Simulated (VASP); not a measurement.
# Ag (P6_3/mmc) in VASP: single point with PBEsol

Aim: the single point of Ag with PBEsol.

Everything below comes from runs of VASP 6.6.1. Logs are shortened: lines on timing, memory, paths and dates and some standing lists are left out, and cuts for length are marked.

## 1. The cell of the first run

Symmetry: P6_3/mmc, No. 194, hexagonal system. The conventional cell has a = 2.982 Å, b = 2.982 Å, c = 4.691 Å, α = 90.00°, β = 90.00°, γ = 120.00°. Within 3.8 Å of Ag (site symmetry -6m2) lie 12 Ag at 2.91 to 2.98 Å.

This isn't the form of Ag at room conditions, which is fcc.

## 2. Single point, PBEsol (strain +0.0400 x Voigt [1, 1, 0, 0, 0, 0])

Input file INCAR:

```
PREC = Accurate ; ENCUT = 520
EDIFF = 1E-6 ; ISMEAR = 0
SIGMA = 0.15 ; LREAL = False
LASPH = True ; NELM = 100
ALGO = Fast ; ISIF = 2
LWAVE = False ; LCHARG = False
GGA = PS ; NBANDS = 18
```

Input file KPOINTS:

```
regular mesh
0
Gamma
  24 24 14
```

Input file POSCAR:

```
Ag
1.0
    2.9817451750      0.0000000000      0.0000000000
   -1.4908725875      2.5822670692      0.0000000000
    0.0000000000      0.0000000000      4.6907149281
Ag
2
Direct
    0.3333333333      0.6666666667      0.2500000000
    0.6666666667      0.3333333333      0.7500000000
```

Potentials or basis: VASP PAW PBE potentials, release 64 (Ag).

Launch:

```
> cat potpaw_PBE.64/Ag/POTCAR > POTCAR
> mpirun -np 1 vasp_std > vasp.out
```

OUTCAR:

```text
PREC = Accurate
   ENCUT = 520
   EDIFF = 1E-6
   ISMEAR = 0
   LREAL = False
   LASPH = True
   NELM = 100
   ISIF = 2
   GGA = PS

 ion  position               nearest neighbor table
   1  0.333  0.667  0.250-   2 2.91   2 2.91   2 2.91   2 2.91   2 2.91   2 2.91
   2  0.667  0.333  0.750-   1 2.91   1 2.91   1 2.91   1 2.91   1 2.91   1 2.91

  LATTYP: Found a hexagonal cell.
 ALAT       =     2.9817451750
 C/A-ratio  =     1.5731441330

  Lattice vectors:

 A1 = (   2.9817451750,   0.0000000000,   0.0000000000)
 A2 = (  -1.4908725875,   2.5822670692,   0.0000000000)
 A3 = (   0.0000000000,   0.0000000000,   4.6907149281)

Analysis of symmetry for initial positions (statically):
=====================================================================
 Subroutine PRICEL returns:
 Original cell was already a primitive cell.

 Routine SETGRP: Setting up the symmetry group for a
 hexagonal supercell.

 Subroutine GETGRP returns: Found 24 space group operations
 (whereof 12 operations were pure point group operations)
 out of a pool of 24 trial point group operations.

The static configuration has the point symmetry D_3d.
 The point group associated with its full space group is D_6h.

Analysis of symmetry for dynamics (positions and initial velocities):
=====================================================================
 Subroutine PRICEL returns:
 Original cell was already a primitive cell.

 Routine SETGRP: Setting up the symmetry group for a
 hexagonal supercell.

 Subroutine GETGRP returns: Found 24 space group operations
 (whereof 12 operations were pure point group operations)
 out of a pool of 24 trial point group operations.

The dynamic configuration has the point symmetry D_3d.
 The point group associated with its full space group is D_6h.

 Subroutine INISYM returns: Found 24 space group operations
 (whereof 12 operations are pure point group operations),
 and found     1 'primitive' translations

----------------------------------------------------------------------------------------

                                     Primitive cell

  volume of cell :      36.1169

  direct lattice vectors                    reciprocal lattice vectors
     2.981745175  0.000000000  0.000000000     0.335374065  0.193628307  0.000000000
    -1.490872587  2.582267069  0.000000000     0.000000000  0.387256613  0.000000000
     0.000000000  0.000000000  4.690714928     0.000000000  0.000000000  0.213187119

  length of vectors
     2.981745175  2.981745175  4.690714928     0.387256613  0.387256613  0.213187119

  position of ions in fractional coordinates (direct lattice)
     0.333333333  0.666666667  0.250000000
     0.666666667  0.333333333  0.750000000

  ion indices of the primitive-cell ions
   primitive index   ion index
                 1           1
                 2           2

----------------------------------------------------------------------------------------

 KPOINTS: regular mesh

Automatic generation of k-mesh.
 Grid dimensions read from file:
 generate k-points for:   24   24   14

 Generating k-lattice:

  Cartesian coordinates                     Fractional coordinates (reciprocal lattice)
     0.013973919  0.008067846  0.000000000     0.041666667  0.000000000  0.000000000
     0.000000000  0.016135692  0.000000000     0.000000000  0.041666667  0.000000000
     0.000000000  0.000000000  0.015227651     0.000000000  0.000000000  0.071428571

  Length of vectors
     0.016135692  0.016135692  0.015227651

  Shift w.r.t. Gamma in fractional coordinates (k-lattice)
     0.000000000  0.000000000  0.000000000

 Subroutine IBZKPT returns following result:
 ===========================================

 Found    488 irreducible k-points:

 Following reciprocal coordinates:
            Coordinates               Weight
  0.000000  0.000000  0.000000      1.000000
  0.041667  0.000000  0.000000      6.000000
  0.083333  0.000000  0.000000      6.000000
  0.125000  0.000000  0.000000      6.000000
  0.166667  0.000000  0.000000      6.000000
  0.208333  0.000000  0.000000      6.000000
[... 16 lines left out ...]
  0.416667  0.041667  0.000000     12.000000
  0.458333  0.041667  0.000000     12.000000
 [... further k-points ...]
   k-points           NKPTS =    488   k-points in BZ     NKDIM =    488   number of bands    NBANDS=     18
   number of dos      NEDOS =    301   number of ions     NIONS =      2
   total plane-waves  NPLWV =  20736
   dimension x,y,z NGX =    24 NGY =   24 NGZ =   36
   dimension x,y,z NGXF=    48 NGYF=   48 NGZF=   72
   ions per type =               2
   NGX,Y,Z   is equivalent  to a cutoff of  13.38, 13.38, 12.76 a.u.
   NGXF,Y,Z  is equivalent  to a cutoff of  26.76, 26.76, 25.52 a.u.
 SYSTEM =  unknown system
   PREC   = accura    normal or accurate (medium, high low for compatibility)
   ISTART =      0    job   : 0-new  1-cont  2-samecut
   ICHARG =      2    charge: 1-file 2-atom 10-const
   ISPIN  =      1    spin polarized calculation?
   LNONCOLLINEAR =      F non collinear calculations
   LSORBIT =      F    spin-orbit coupling
   LASPH  =      T    aspherical Exc in radial PAW
   ENCUT  =  520.0 eV  38.22 Ry    6.18 a.u.   5.54  5.54  8.72*2*pi/ulx,y,z
   NELM   =    100;   NELMIN=  2; NELMDL= -5     # of ELM steps
   EDIFF  = 0.1E-05   stopping-criterion for ELM
   LREAL  =      F    real-space projection
[... 7 lines left out ...]
   TEBEG  =    0.0;   TEEND  =   0.0 temperature during run
   PSTRESS=    0.0 pullay stress
   NELECT =      22.0000    total number of electrons
   NUPDOWN=      -1.0000    fix difference up-down
   EMIN   =  10.00;   EMAX   =-10.00  energy-range for DOS
   EFERMI =   0.00;   METHOD = LEGACY
   ISMEAR =     0;   SIGMA  =   0.15  broadening in eV -4-tet -1-fermi 0-gaus
   EFERMI_NEDOS =   21; number of points for ismear=-14 and -15
   IALGO  =     68    algorithm
   IMIX   =      4    mixing-type and parameters
     AMIX     =   0.40;   BMIX     =  1.00
     AMIX_MAG =   1.60;   BMIX_MAG =  1.00
  volume/ion in A,a.u.               =      18.06       121.86
  Fermi-wavevector in a.u.,A,eV,Ry     =   1.387753  2.622473 26.202891  1.925858
  Thomas-Fermi vector in A             =   2.511944
   LORBIT       =      0    0 simple, 1 ext, 2 COOP (PROOUT), +10 PAW based schemes
   GGA     = PS    functional components
   LHFCALC =     F    Hartree Fock is set to
   AEXX    =    0.0000 exact exchange contribution
   IVDW    =     0    specifies the selected vdW correction
   LEPSILON=     F    determine dielectric tensor
   LRPA    =     F    only Hartree local field effects (RPA)
 non-spin polarized calculation
 RMM-DIIS sequential band-by-band and
 Gauss-broadening in eV      SIGMA  =   0.15
  energy-cutoff  :      520.00
  volume of cell :       36.12
 maximum number of plane-waves:      1014
 NGX is ok and might be reduce to    24
   NGX = 11   NGY = 11   NGZ = 17

 number of electron      22.0000006 magnetization

 Free energy of the ion-electron system (eV)
  ---------------------------------------------------
  ext. energy  EPLUGINS =         0.00000000
  ---------------------------------------------------
  free energy    TOTEN  =        -6.52858070 eV

  energy without entropy =       -6.52171941  energy(sigma->0) =       -6.52515005

 E-fermi :   7.4817     XC(G=0): -12.0704

 val. band max:        7.4772301889   @ k =   0.3333   0.1667   0.3571
 cond. band min:       7.4858005014   @ k =   0.2917   0.2500   0.0000
 fundamental gap:      0.0085703126
 Fermi energy:         7.4816939212

 k-point     1 :       0.0000    0.0000    0.0000
  band No.  band energies     occupation
      1       0.0433      2.00000
      2       1.4411      2.00000
      3       2.9773      2.00000
      4       2.9773      2.00000
      5       3.0331      2.00000
      6       3.2244      2.00000
[... 10 lines left out ...]
     17      24.8969      0.00000
     18      25.4251      0.00000

 k-point     2 :       0.0417    0.0000    0.0000
  band No.  band energies     occupation
      1       0.0881      2.00000
      2       1.4655      2.00000
      3       2.9132      2.00000
      4       2.9998      2.00000
      5       3.0951      2.00000
      6       3.2166      2.00000
[... 10 lines left out ...]
     17      25.2150      0.00000
     18      25.4518      0.00000

 k-point     3 :       0.0833    0.0000    0.0000
  band No.  band energies     occupation
      1       0.2205      2.00000
      2       1.5347      2.00000
      3       2.8234      2.00000
      4       3.0663      2.00000
      5       3.1687      2.00000
      6       3.2093      2.00000
[... 10 lines left out ...]
     17      25.5119      0.00000
     18      25.5442      0.00000

 k-point     4 :       0.1250    0.0000    0.0000
  band No.  band energies     occupation
      1       0.4343      2.00000
      2       1.6369      2.00000
      3       2.7326      2.00000
      4       3.1518      2.00000
      5       3.1739      2.00000
      6       3.1999      2.00000
[... 10 lines left out ...]
     17      25.4988      0.00000
     18      25.8633      0.00000

 k-point     5 :       0.1667    0.0000    0.0000
  band No.  band energies     occupation
      1       0.7159      2.00000
      2       1.7482      2.00000
      3       2.6583      2.00000
      4       3.0285      2.00000
      5       3.1217      2.00000
      6       3.2026      2.00000
[... 10 lines left out ...]
     17      24.6367      0.00000
     18      25.5152      0.00000

 k-point     6 :       0.2083    0.0000    0.0000
  band No.  band energies     occupation
      1       1.0389      2.00000
      2       1.8302      2.00000
      3       2.6344      2.00000
      4       2.8120      2.00000
      5       3.1083      2.00000
      6       3.1223      2.00000
[... 10 lines left out ...]
     17      23.5618      0.00000
     18      24.9245      0.00000

 k-point     7 :       0.2500    0.0000    0.0000
  band No.  band energies     occupation
      1       1.3537      2.00000
      2       1.8480      2.00000
      3       2.5821      2.00000
      4       2.7030      2.00000
      5       3.0413      2.00000
      6       3.1278      2.00000
[... 10 lines left out ...]
     17      22.8321      0.00000
     18      23.7273      0.00000

 k-point     8 :       0.2917    0.0000    0.0000
  band No.  band energies     occupation
      1       1.5875      2.00000
      2       1.8125      2.00000
      3       2.3649      2.00000
      4       2.8798      2.00000
      5       2.9646      2.00000
      6       3.1844      2.00000
[... 10 lines left out ...]
     17      21.7391      0.00000
     18      23.4156      0.00000
[... 229 lines left out ...]
     17      22.4195      0.00000
     18      23.8769      0.00000

 k-point    20 :       0.2917    0.0417    0.0000
  band No.  band energies     occupation
      1       1.6794      2.00000
      2       1.8115      2.00000
      3       2.2618      2.00000
      4       2.9177      2.00000
      5       2.9555      2.00000
      6       3.2243      2.00000
[... 10 lines left out ...]
     17      21.0840      0.00000
     18      23.8601      0.00000

 k-point    21 :       0.3333    0.0417    0.0000
  band No.  band energies     occupation
      1       1.6725      2.00000
      2       1.8265      2.00000
      3       2.0921      2.00000
      4       2.8589      2.00000
      5       3.2004      2.00000
      6       3.3159      2.00000
[... 10 lines left out ...]
     17      20.0017      0.00000
     18      23.4566      0.00000

 k-point    22 :       0.3750    0.0417    0.0000
  band No.  band energies     occupation
      1       1.6118      2.00000
      2       1.8422      2.00000
      3       1.9610      2.00000
      4       2.8126      2.00000
      5       3.3141      2.00000
      6       3.3488      2.00000
[... 10 lines left out ...]
     17      19.0818      0.00000
     18      23.1428      0.00000

 k-point    23 :       0.4167    0.0417    0.0000
  band No.  band energies     occupation
      1       1.5622      2.00000
      2       1.8410      2.00000
      3       1.8721      2.00000
      4       2.7808      2.00000
      5       3.2828      2.00000
      6       3.4110      2.00000
[... 10 lines left out ...]
     17      18.2803      0.00000
     18      22.9303      0.00000

 k-point    24 :       0.4583    0.0417    0.0000
  band No.  band energies     occupation
      1       1.5356      2.00000
      2       1.8273      2.00000
      3       1.8368      2.00000
      4       2.7646      2.00000
      5       3.2669      2.00000
      6       3.4407      2.00000
[... 10 lines left out ...]
     17      17.7501      0.00000
     18      22.8231      0.00000

 [... further k-points ...]
[... 5 lines left out ...]
  --------------------------------------------------------------------------------------
  -------------------------------------------------------------------------------------
  Total       -1.9187667     -1.9187667     -1.1867455      0.0000000     -0.0000000      0.0000000
  in kB      -85.1181218    -85.1181218    -52.6450391      0.0000000     -0.0000000      0.0000000
  external PRESSURE =     -74.2937609 kB  Pullay stress =       0.0000000 kB

 VOLUME and BASIS-vectors are now :
 -----------------------------------------------------------------------------
  energy-cutoff  :      520.00
  volume of cell :       36.12
      direct lattice vectors                 reciprocal lattice vectors
     2.981745175  0.000000000  0.000000000     0.335374065  0.193628307  0.000000000
    -1.490872587  2.582267069  0.000000000     0.000000000  0.387256613  0.000000000
     0.000000000  0.000000000  4.690714928     0.000000000  0.000000000  0.213187119

 POSITION                                       TOTAL-FORCE (eV/Angst)
 -----------------------------------------------------------------------------------
     -0.00000      1.72151      1.17268         0.000000     -0.000000      0.000000
      1.49087      0.86076      3.51804        -0.000000      0.000000      0.000000
 -----------------------------------------------------------------------------------
    total drift:                                0.000000     -0.000000      0.000000

  FREE ENERGIE OF THE ION-ELECTRON SYSTEM (eV)
  ---------------------------------------------------
  free  energy   TOTEN  =        -6.5285806979 eV

  energy  without entropy=       -6.5217194055  energy(sigma->0) =       -6.52515005
```

Run time: 4.6 min. Hardware: 1 thread of AMD EPYC 7R43 (Zen 3), shared host; peak memory 0.32 GiB.

Results:

```
Free energy            : -6.5286 eV
Pressure               : -7.4 GPa
Band gap on the k mesh : zero (bands 11 and 12 overlap by 7.05 eV)
```

Levels at points of the mesh, in eV from the Fermi level:
```
           k point  band 9  band 10  band 11  band 12  band 13  band 14
(0.00, 0.00, 0.00)   -4.09    -3.04    -3.04    -0.05     3.74    15.14
(0.50, 0.00, 0.00)   -2.86    -2.81    -0.04     1.20     6.80     7.01
(0.00, 0.00, 0.50)   -3.33    -3.33    -3.33    -3.33    11.46    11.46
(0.50, 0.00, 0.50)   -2.92    -2.92     0.71     0.71     4.14     4.14
```

Caveat: the cell differs from its parent crystal (strain +0.0400 x Voigt [1, 1, 0, 0, 0, 0]); the cell stands under tension; the PAW data sets were made with another functional, which shifts forces and pressure a little.
